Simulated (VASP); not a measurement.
A run of VASP 6.6.1 is set up as follows.

INCAR

```
SYSTEM = TaN
AGGAC = 1.0
AGGAX = 1.0
ALDAC = 0.0
ALDAX = 1.0
ALGO = Normal
EDIFF = 1E-6
EDIFFG = -0.01
ENCUT = 600
GGA = B5
IBRION = 2
ISIF = 3
ISMEAR = -1
LASPH = .TRUE.
LCHARG = .FALSE.
LREAL = .FALSE.
LWAVE = .FALSE.
NELM = 100
NSW = 60
PREC = Accurate
SIGMA = 0.05
```

Contents of KPOINTS:

```
k-points
0
G
  10 10 9
  0 0 0
```

File POSCAR:

```
TaN
1.0
    2.9380011100      0.0000000000      0.0000000000
   -1.4690005500      2.5443836000      0.0000000000
    0.0000000000      0.0000000000      2.8830022100
Ta N
1 1
Direct
    0.3333333333      0.6666666667      0.5000000000
    0.0000000000      0.0000000000      0.0000000000
```

Potentials or basis: VASP PAW PBE potentials, release 64 (Ta_pv, N).

The run is started by

```sh
$ cat potpaw_PBE.64/Ta_pv/POTCAR potpaw_PBE.64/N/POTCAR > POTCAR
$ mpirun -np 1 vasp_std > vasp.out
```

Problem. Estimate the space group after relaxing (to 0.05 Å).

Solution. P-6m2 (No. 187).

Problem. Predict the relaxed cell.

Solution. a = 2.988 Å, b = 2.988 Å, c = 2.933 Å, α = 90.00°, β = 90.00°, γ = 120.00°.

Problem. Predict the band gap on the k mesh.

Solution. Zero (band 8 reaches 8.42 eV, above the bottom of band 9 at 8.14 eV).

Problem. What does it give for the relaxed volume?

Solution. 11.34 Å³/atom.

Final structure:
```xyz
2
Lattice="2.9885 0.0000 0.0000 -1.4942 2.5881 0.0000 0.0000 0.0000 2.9331" Properties=species:S:1:pos:R:3 pbc="T T T"
Ta    0.0000    1.7254    1.4665
N     0.0000    0.0000    0.0000
```

Caveat: the PAW data sets were made with another functional, which shifts forces and pressure a little; spin-orbit coupling is left out, which moves the levels of the heavy elements. Zero-point motion and thermal expansion aren't in these numbers.
